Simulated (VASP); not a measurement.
## RbBr: single point with PBE

RbBr:

```
CELL_PARAMETERS angstrom
4.13714 0.00000 0.00000
0.00000 4.13714 0.00000
0.00000 0.00000 4.19290
ATOMIC_POSITIONS crystal
Rb 0.88428 0.00000 0.00000
Br 0.62378 0.50000 0.50000
```

This cell differs from its parent crystal: atoms displaced along a vibrational mode, the cell strained.

| Item | Value |
| --- | --- |
| Program | VASP 6.6.1 |
| Task | single point |
| Functional | PBE |
| Potentials or basis | VASP PAW PBE potentials, release 64 (Rb_sv, Br) |
| Cutoff | 520 eV |
| k mesh | 6 × 6 × 6 |
| Occupations | gaussian, width 0.05 eV |
| Spin | no spin polarisation |
| Dipole correction | no |
| Further INCAR settings | ALGO = Normal; EDIFF = 1e-07; NBANDS = 15 |

```
Pressure               : 4.5 GPa
Largest force          : 0.752 eV/Å
Band gap on the k mesh : 3.98 eV (least direct gap 4.19 eV)
```

Forces in eV/Å, atoms in the order of the input:
```
Rb   0.752  0.000  0.000
Br  -0.752  0.000  0.000
```

Stress tensor (GPa, compression positive):
```
2.32 0.00 0.00
0.00 5.72 0.00
0.00 0.00 5.49
```

Levels at points of the mesh, in eV from the valence-band top:
```tsv
k point	band 6	band 7	band 8	band 9	band 10	band 11
(0.00, 0.00, 0.00)	-0.37	-0.27	-0.21	3.98	5.35	7.41
(0.50, 0.00, 0.00)	-1.59	-0.26	-0.20	6.14	7.25	7.92
(0.00, 0.50, 0.00)	-1.69	-0.65	-0.04	5.96	6.44	7.97
(0.50, 0.50, 0.00)	-1.26	-1.10	-0.48	5.68	6.39	8.14
(0.00, 0.00, 0.50)	-1.68	-0.58	-0.05	5.93	6.41	7.87
(0.50, 0.00, 0.50)	-1.24	-1.11	-0.42	5.64	6.48	8.24
(0.00, 0.50, 0.50)	-0.92	-0.89	-0.09	5.66	7.40	8.27
(0.50, 0.50, 0.50)	-1.22	-1.02	-1.00	6.57	6.59	8.75
```

Wall time 35 s on 1 thread of Intel(R) Xeon(R) Platinum 8375C CPU @ 2.90GHz (Ice Lake), with other jobs on the host, peak memory 0.22 GiB.

Caveat: the cell differs from its parent crystal (atoms displaced along a vibrational mode, the cell strained); the cell stands under pressure. A k mesh can miss the band edges.
